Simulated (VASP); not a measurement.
## AlMo3H: single point with PBE

AlMo3H:

```
CELL_PARAMETERS angstrom
4.56990 0.00000 0.00000
0.00000 4.56990 0.00000
0.00000 0.00000 4.56990
ATOMIC_POSITIONS crystal
Al 0.50000 0.50000 0.50000
H 0.00000 0.00000 0.00000
Mo 0.00000 0.50000 0.50000
Mo 0.50000 0.00000 0.50000
Mo 0.50000 0.50000 0.00000
```

The cell was generated, and may not be a known phase.

```json
{
  "Program": "VASP 6.6.1",
  "Task": "single point",
  "Functional": "PBE",
  "Potentials or basis": "VASP PAW PBE potentials, release 64 (Al, H, Mo_sv)",
  "Cutoff": "520 eV",
  "k mesh": "8 × 8 × 8",
  "Occupations": "gaussian, width 0.1 eV",
  "Spin": "no spin polarisation",
  "Dipole correction": "no",
  "Further INCAR settings": "ALGO = Normal; EDIFF = 1e-07; NBANDS = 31"
}
```

```
Pressure               : 0.1 GPa
Band gap on the k mesh : zero (bands 23 and 24 overlap by 1.02 eV)
```

Levels at points of the mesh, in eV from the Fermi level:
```
           k point  band 19  band 20  band 21  band 22  band 23  band 24  band 25  band 26  band 27  band 28
(0.00, 0.00, 0.00)    -1.71     0.16     0.16     0.65     0.65     0.65     1.04     1.04     1.04     1.36
(0.50, 0.00, 0.00)    -1.60    -1.55    -1.55    -0.61     0.04     0.20     0.26     0.64     0.64     0.90
(0.50, 0.50, 0.00)    -1.07    -0.93    -0.93    -0.87    -0.37    -0.37     0.33     0.57     0.63     1.00
(0.50, 0.50, 0.50)    -0.70    -0.70    -0.18    -0.18    -0.18     1.00     1.13     1.13     1.24     1.24
```

It took 86 s on 1 thread of Oxide Virtual Turin-like Processor, on a shared host, peak memory 0.22 GiB.
